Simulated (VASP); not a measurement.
# Al2Cl (P4mm) in VASP: single point with PBE

Aim: the single point of Al2Cl with PBE.

Everything below comes from runs of VASP 6.6.1. Logs are shortened: lines on timing, memory, paths and dates and some standing lists are left out, and cuts for length are marked.

**1. The cell of the first run**

The structure is tetragonal, space group P4mm (No. 99). The conventional cell has a = 3.821 Å, b = 3.821 Å, c = 4.970 Å, α = 90.00°, β = 90.00°, γ = 90.00°. Al (site symmetry 2mm) has 4 Al at 2.70 Å and 4 Cl at 3.13 to 3.14 Å within 3.6 Å. Cl (site symmetry 4mm) has 8 Al at 3.13 to 3.14 Å and 4 Cl at 3.82 Å within 4.1 Å.

**2. Single point, PBE**

File INCAR:

```
PREC = Accurate ; ENCUT = 520
EDIFF = 1E-6 ; ISMEAR = 0
SIGMA = 0.1 ; LREAL = False
LASPH = True ; NELM = 60
ALGO = Normal ; ISIF = 2
LWAVE = False ; LCHARG = False
GGA = PE ; NBANDS = 14
```

File KPOINTS:

```
Automatic mesh
0
Gamma
  12 12 10
```

File POSCAR:

```
Al2Cl
1.0
    3.8210293714      0.0000000000      0.0000000000
    0.0000000000      3.8210293714      0.0000000000
    0.0000000000      0.0000000000      4.9702734824
Al Cl
2 1
Direct
    0.5000000000      0.0000000000      0.1942214533
    0.0000000000      0.5000000000      0.1942214533
    0.0000000000      0.0000000000      0.6924659134
```

Potentials or basis: VASP PAW PBE potentials, release 64 (Al, Cl).

Command:

```bash
cat potpaw_PBE.64/Al/POTCAR potpaw_PBE.64/Cl/POTCAR > POTCAR
mpirun -np 1 vasp_std > vasp.out
```

OUTCAR:

```text
PREC = Accurate
   ENCUT = 520
   EDIFF = 1E-6
   ISMEAR = 0
   LREAL = False
   LASPH = True
   NELM = 60
   ISIF = 2
   GGA = PE

 ion  position               nearest neighbor table
   1  0.500  0.000  0.194-   2 2.70   2 2.70   2 2.70   2 2.70
   2  0.000  0.500  0.194-   1 2.70   1 2.70   1 2.70   1 2.70
   3  0.000  0.000  0.692-

  LATTYP: Found a simple tetragonal cell.
 ALAT       =     3.8210293714
 C/A-ratio  =     1.3007681960

  Lattice vectors:

 A1 = (   3.8210293714,   0.0000000000,   0.0000000000)
 A2 = (   0.0000000000,   3.8210293714,   0.0000000000)
 A3 = (   0.0000000000,   0.0000000000,   4.9702734824)

Analysis of symmetry for initial positions (statically):
=====================================================================
 Subroutine PRICEL returns:
 Original cell was already a primitive cell.

 Routine SETGRP: Setting up the symmetry group for a
 simple tetragonal supercell.

 Subroutine GETGRP returns: Found  8 space group operations
 (whereof  8 operations were pure point group operations)
 out of a pool of 16 trial point group operations.

The static configuration has the point symmetry C_4v.

Analysis of symmetry for dynamics (positions and initial velocities):
=====================================================================
 Subroutine PRICEL returns:
 Original cell was already a primitive cell.

 Routine SETGRP: Setting up the symmetry group for a
 simple tetragonal supercell.

 Subroutine GETGRP returns: Found  8 space group operations
 (whereof  8 operations were pure point group operations)
 out of a pool of 16 trial point group operations.

The dynamic configuration has the point symmetry C_4v.

 Subroutine INISYM returns: Found  8 space group operations
 (whereof  8 operations are pure point group operations),
 and found     1 'primitive' translations

----------------------------------------------------------------------------------------

                                     Primitive cell

  volume of cell :      72.5673

  direct lattice vectors                    reciprocal lattice vectors
     3.821029371  0.000000000  0.000000000     0.261709582  0.000000000  0.000000000
     0.000000000  3.821029371  0.000000000     0.000000000  0.261709582  0.000000000
     0.000000000  0.000000000  4.970273482     0.000000000  0.000000000  0.201196172

  length of vectors
     3.821029371  3.821029371  4.970273482     0.261709582  0.261709582  0.201196172

  position of ions in fractional coordinates (direct lattice)
     0.500000000  0.000000000  0.194221453
     0.000000000  0.500000000  0.194221453
     0.000000000  0.000000000  0.692465913

  ion indices of the primitive-cell ions
   primitive index   ion index
                 1           1
                 2           2
                 3           3

----------------------------------------------------------------------------------------

 KPOINTS: Automatic mesh

Automatic generation of k-mesh.
 Grid dimensions read from file:
 generate k-points for:   12   12   10

 Generating k-lattice:

  Cartesian coordinates                     Fractional coordinates (reciprocal lattice)
     0.021809132  0.000000000  0.000000000     0.083333333  0.000000000  0.000000000
     0.000000000  0.021809132  0.000000000     0.000000000  0.083333333  0.000000000
     0.000000000  0.000000000  0.020119617     0.000000000  0.000000000  0.100000000

  Length of vectors
     0.021809132  0.021809132  0.020119617

  Shift w.r.t. Gamma in fractional coordinates (k-lattice)
     0.000000000  0.000000000  0.000000000

 Subroutine IBZKPT returns following result:
 ===========================================

 Found    168 irreducible k-points:

 Following reciprocal coordinates:
            Coordinates               Weight
  0.000000  0.000000  0.000000      1.000000
  0.083333  0.000000  0.000000      4.000000
  0.166667  0.000000  0.000000      4.000000
  0.250000  0.000000  0.000000      4.000000
  0.333333  0.000000  0.000000      4.000000
  0.416667  0.000000  0.000000      4.000000
[... 16 lines left out ...]
  0.333333  0.333333  0.000000      4.000000
  0.416667  0.333333  0.000000      8.000000
 [... further k-points ...]
   k-points           NKPTS =    168   k-points in BZ     NKDIM =    168   number of bands    NBANDS=     14
   number of dos      NEDOS =    301   number of ions     NIONS =      3
   total plane-waves  NPLWV =  31360
   dimension x,y,z NGX =    28 NGY =   28 NGZ =   40
   dimension x,y,z NGXF=    56 NGYF=   56 NGZF=   80
   ions per type =               2   1
   NGX,Y,Z   is equivalent  to a cutoff of  12.18, 12.18, 13.38 a.u.
   NGXF,Y,Z  is equivalent  to a cutoff of  24.36, 24.36, 26.76 a.u.
 SYSTEM =  unknown system
   PREC   = accura    normal or accurate (medium, high low for compatibility)
   ISTART =      0    job   : 0-new  1-cont  2-samecut
   ICHARG =      2    charge: 1-file 2-atom 10-const
   ISPIN  =      1    spin polarized calculation?
   LNONCOLLINEAR =      F non collinear calculations
   LSORBIT =      F    spin-orbit coupling
   LASPH  =      T    aspherical Exc in radial PAW
   ENCUT  =  520.0 eV  38.22 Ry    6.18 a.u.   7.10  7.10  9.24*2*pi/ulx,y,z
   NELM   =     60;   NELMIN=  2; NELMDL= -5     # of ELM steps
   EDIFF  = 0.1E-05   stopping-criterion for ELM
   LREAL  =      F    real-space projection
   EDIFFG = 0.1E-04   stopping-criterion for IOM
   NSW    =      0    number of steps for IOM
   IBRION =     -1    ionic relax: 0-MD 1-quasi-New 2-CG
   NFREE  =      0    steps in history (QN), initial steepest desc. (CG)
   ISIF   =      2    stress and relaxation
   ISYM   =      2    0-nonsym 1-usesym 2-fastsym
   POTIM  = 0.5000    time-step for ionic-motion
   TEBEG  =    0.0;   TEEND  =   0.0 temperature during run
   PSTRESS=    0.0 pullay stress
   NELECT =      13.0000    total number of electrons
   NUPDOWN=      -1.0000    fix difference up-down
   EMIN   =  10.00;   EMAX   =-10.00  energy-range for DOS
   EFERMI =   0.00;   METHOD = LEGACY
   ISMEAR =     0;   SIGMA  =   0.10  broadening in eV -4-tet -1-fermi 0-gaus
   EFERMI_NEDOS =   21; number of points for ismear=-14 and -15
   IALGO  =     38    algorithm
   IMIX   =      4    mixing-type and parameters
     AMIX     =   0.40;   BMIX     =  1.00
     AMIX_MAG =   1.60;   BMIX_MAG =  1.00
  volume/ion in A,a.u.               =      24.19       163.24
  Fermi-wavevector in a.u.,A,eV,Ry     =   0.922874  1.743978 11.588026  0.851696
  Thomas-Fermi vector in A             =   2.048448
   LORBIT       =      0    0 simple, 1 ext, 2 COOP (PROOUT), +10 PAW based schemes
   GGA     = PE    functional components
   LHFCALC =     F    Hartree Fock is set to
   AEXX    =    0.0000 exact exchange contribution
   IVDW    =     0    specifies the selected vdW correction
   LEPSILON=     F    determine dielectric tensor
   LRPA    =     F    only Hartree local field effects (RPA)
 non-spin polarized calculation
 Gauss-broadening in eV      SIGMA  =   0.10
  energy-cutoff  :      520.00
  volume of cell :       72.57
 maximum number of plane-waves:      1978
   NGX = 15   NGY = 15   NGZ = 19

 number of electron      13.0000003 magnetization

 Free energy of the ion-electron system (eV)
  ---------------------------------------------------
  ext. energy  EPLUGINS =         0.00000000
  ---------------------------------------------------
  free energy    TOTEN  =        -9.35076724 eV

  energy without entropy =       -9.34518218  energy(sigma->0) =       -9.34797471

 E-fermi :   4.0213     XC(G=0):  -8.5541

 val. band max:        4.0193388118   @ k =   0.3333   0.1667   0.3000
 cond. band min:       4.0330921117   @ k =   0.4167   0.3333   0.1000
 fundamental gap:      0.0137532998
 Fermi energy:         4.0213296061

 k-point     1 :       0.0000    0.0000    0.0000
  band No.  band energies     occupation
      1     -11.7672      2.00000
      2      -3.5253      2.00000
      3      -1.1651      2.00000
      4       0.5811      2.00000
      5       0.5811      2.00000
      6       5.2836      0.00000
      7       5.2836      0.00000
      8       6.0433      0.00000
      9       6.3253      0.00000
     10       6.6385      0.00000
     11       9.3113      0.00000
     12      10.6965      0.00000
     13      11.1791      0.00000
     14      11.1791      0.00000

 k-point     2 :       0.0833    0.0000    0.0000
  band No.  band energies     occupation
      1     -11.7558      2.00000
      2      -3.4741      2.00000
      3      -1.1343      2.00000
      4       0.4515      2.00000
      5       0.5954      2.00000
      6       4.5107      0.00000
      7       5.3310      0.00000
      8       6.2671      0.00000
      9       6.3513      0.00000
     10       7.2321      0.00000
     11       9.5338      0.00000
     12       9.9137      0.00000
     13      11.2404      0.00000
     14      11.9189      0.00000

 k-point     3 :       0.1667    0.0000    0.0000
  band No.  band energies     occupation
      1     -11.7243      2.00000
      2      -3.3245      2.00000
      3      -1.0473      2.00000
      4       0.1207      2.00000
      5       0.6351      2.00000
      6       3.4776      2.00000
      7       5.4739      0.00000
      8       6.0806      0.00000
      9       6.5860      0.00000
     10       8.3907      0.00000
     11       9.1609      0.00000
     12      10.1343      0.00000
     13      10.7753      0.00000
     14      11.4218      0.00000
[... 324 lines left out ...]
 k-point    23 :       0.3333    0.3333    0.0000
  band No.  band energies     occupation
      1     -11.5158      2.00000
      2      -2.0564      2.00000
      3      -0.8713      2.00000
      4      -0.4528      2.00000
      5       0.4457      2.00000
      6       1.9254      2.00000
      7       2.7642      2.00000
      8       4.9576      0.00000
      9       5.8798      0.00000
     10       6.8326      0.00000
     11      10.8021      0.00000
     12      10.8371      0.00000
     13      12.1504      0.00000
     14      13.0861      0.00000

 k-point    24 :       0.4167    0.3333    0.0000
  band No.  band energies     occupation
      1     -11.4855      2.00000
      2      -1.7778      2.00000
      3      -1.0343      2.00000
      4      -0.3610      2.00000
      5       0.6253      2.00000
      6       1.4366      2.00000
      7       2.9091      2.00000
      8       4.1463      0.07714
      9       5.8693      0.00000
     10       6.7297      0.00000
     11      10.2984      0.00000
     12      10.7949      0.00000
     13      12.5756      0.00000
     14      13.2437      0.00000

 [... further k-points ...]
[... 5 lines left out ...]
  --------------------------------------------------------------------------------------
  -------------------------------------------------------------------------------------
  Total       -0.0227667     -0.0227667     -0.0274963      0.0000000      0.0000000      0.0000000
  in kB       -0.5026552     -0.5026552     -0.6070769      0.0000000      0.0000000      0.0000000
  external PRESSURE =      -0.5374624 kB  Pullay stress =       0.0000000 kB

 VOLUME and BASIS-vectors are now :
 -----------------------------------------------------------------------------
  energy-cutoff  :      520.00
  volume of cell :       72.57
      direct lattice vectors                 reciprocal lattice vectors
     3.821029371  0.000000000  0.000000000     0.261709582  0.000000000  0.000000000
     0.000000000  3.821029371  0.000000000     0.000000000  0.261709582  0.000000000
     0.000000000  0.000000000  4.970273482     0.000000000  0.000000000  0.201196172

 POSITION                                       TOTAL-FORCE (eV/Angst)
 -----------------------------------------------------------------------------------
      1.91051      0.00000      0.96533        -0.000000      0.000000     -0.000073
      0.00000      1.91051      0.96533         0.000000      0.000000     -0.000073
      0.00000      0.00000      3.44174         0.000000     -0.000000      0.000145
 -----------------------------------------------------------------------------------
    total drift:                               -0.000000      0.000000     -0.000028

  FREE ENERGIE OF THE ION-ELECTRON SYSTEM (eV)
  ---------------------------------------------------
  free  energy   TOTEN  =        -9.3507672429 eV

  energy  without entropy=       -9.3451821779  energy(sigma->0) =       -9.34797471
```

Run time: 41 s. Hardware: 1 thread of Intel Xeon 6975P-C (Granite Rapids), shared host; peak memory 0.28 GiB.

Results:

| Property | Result |
| --- | --- |
| Free energy | -9.3508 eV |
| Pressure | -0.1 GPa |

Levels at points of the mesh, in eV from the Fermi level:
```csv
k point,band 2,band 3,band 4,band 5,band 6,band 7,band 8,band 9,band 10,band 11
"(0.00, 0.00, 0.00)",-7.55,-5.19,-3.44,-3.44,1.26,1.26,2.02,2.30,2.62,5.29
"(0.50, 0.00, 0.00)",-6.43,-5.09,-4.65,-3.22,-3.06,0.96,2.81,3.43,4.01,4.32
"(0.50, 0.50, 0.00)",-5.27,-5.27,-4.23,-2.97,-2.55,-1.59,-1.59,2.30,2.30,5.04
"(0.00, 0.00, 0.50)",-8.60,-3.27,-3.27,-2.72,-0.57,0.57,0.57,2.71,3.94,4.53
"(0.50, 0.00, 0.50)",-6.83,-5.50,-4.91,-3.12,-1.54,1.81,2.64,2.89,2.99,4.98
"(0.50, 0.50, 0.50)",-5.50,-4.54,-4.54,-3.33,-3.33,-2.80,0.08,2.85,4.49,4.49
```

Caveat: an odd number of electrons without spin polarisation forces a metal; a magnetic or distorted state may lie lower.
